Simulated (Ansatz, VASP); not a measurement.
**MoS: VASP beside Ansatz**

The input INCAR:

```
SYSTEM = MoS
  ALGO = Normal
  EDIFF = 1E-7
  EDIFFG = -0.05
  ENCUT = 600
  GGA = PE
  IBRION = 2
  ISIF = 3
  ISMEAR = 0
  ISPIN = 2
  LASPH = .True.
  LCHARG = .False.
  LMAXMIX = 4
  LORBIT = 11
  LREAL = .False.
  LWAVE = .False.
  MAGMOM = 0.14 0
  NELM = 150
  NSW = 100
  PREC = Accurate
  SIGMA = 0.1
```

File KPOINTS:

```
k-points
0
Gamma
  8 8 8
  0 0 0
```

POSCAR

```
MoS
1.0
    0.0000000000      2.4148756080      2.4148756080
    2.4148756080      0.0000000000      2.4148756080
    2.4148756080      2.4148756080      0.0000000000
Mo S
1 1
Direct
    0.0000000000      0.0000000000      0.0000000000
    0.5000000000      0.5000000000      0.5000000000
```

Input for Ansatz:

```yaml
crystal:
  lattice:
    - [0.0, 2.414875608, 2.414875608]
    - [2.414875608, 0.0, 2.414875608]
    - [2.414875608, 2.414875608, 0.0]
  atoms:
    - { symbol: Mo, position: [0.0, 0.0, 0.0], spin: 0.14 }
    - { symbol: S, position: [0.5, 0.5, 0.5] }
basis:
  ecutwfc: 420
kpoints:
  mp_grid: { grid: [8, 8, 8] }
hamiltonian:
  xc: pbe
scf:
  occupations: { method: gaussian, width: 0.1 }
output:
  forces: true
  stress: true
  eigenvalues: true
  populations: true
magnetization:
  spin_polarized: true
relax:
  adjacent_minimum: "off"
  f_tol: 0.05
  max_steps: 80
  cell: { stress_tol: 0.5 }
```

Alike in both runs: task relaxation of cell and atoms; functional PBE; k mesh 8 × 8 × 8; occupations gaussian, width 0.1 eV; collinear spin.

|  | VASP | Ansatz |
| --- | --- | --- |
| version | VASP 6.6.1 | Ansatz 0.2.0 |
| potentials or method | VASP PAW PBE potentials, release 64 (Mo_sv, S), cutoff 600 eV | scalar-relativistic, plane waves, PAW |
| valence electrons in the cell | 20 | 20 |

VASP gave:

- gap on the k mesh at the Fermi level, each at its own relaxed structure (eV): none
- net moment per atom (μB): 0.00
- size of the moment on the site where the two differ most (μB): 0.00
- relaxed volume (Å³/atom): 15.26
- relaxed cell length with the largest relative difference (Å): 3.507

Question: What did Ansatz give for the same quantities?

Answer: gap on the k mesh at the Fermi level, each at its own relaxed structure (eV): none; net moment per atom (μB): 0.13; size of the moment on the site where the two differ most (μB): 0.20; relaxed volume (Å³/atom): 15.20; relaxed cell length with the largest relative difference (Å): 3.503.

The net moments are unlike, so the other rows may belong to different states. Site moments also hang on the region over which each program counts them. A gap of «none» marks a metal or a gap that the smearing closes.
